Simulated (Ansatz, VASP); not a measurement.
KF: VASP beside Ansatz

```xyz
2
Lattice="3.1789 -0.0350 0.0000 -0.0350 3.1789 0.0000 0.0000 0.0000 3.1789" Properties=species:S:1:pos:R:3 pbc="T T T"
K     0.0000    0.0000    0.0000
F     1.5720    1.5720    1.5894
```

Change from the starting cell: shear_xy strain -2.2%.

Alike in both runs: task single point; functional r2SCAN; k mesh 8 × 8 × 8; no spin polarisation.

|  | VASP | Ansatz |
| --- | --- | --- |
| version | VASP 6.6.1 | Ansatz 0.2.0 |
| potentials or method | VASP PAW PBE potentials, release 64 (K_sv, F) | plane waves, PAW |
| plane-wave cutoff (eV) | 520 | 500 |
| occupations | gaussian, width 0.01 eV | fixed |
| valence electrons in the cell | 16 | 16 |

|  | VASP | Ansatz | Ansatz less VASP |
| --- | --- | --- | --- |
| gap on the k mesh at the Fermi level (eV) | 7.73 | 7.72 | -0.003 |
| pressure (GPa) | 0.0 | 0.0 | +0.01 |
| traceless stress, the component that is largest in VASP (GPa) | 0.29 | 0.27 | -0.022 |

VASP's potentials were made for PBE, not for r2SCAN.
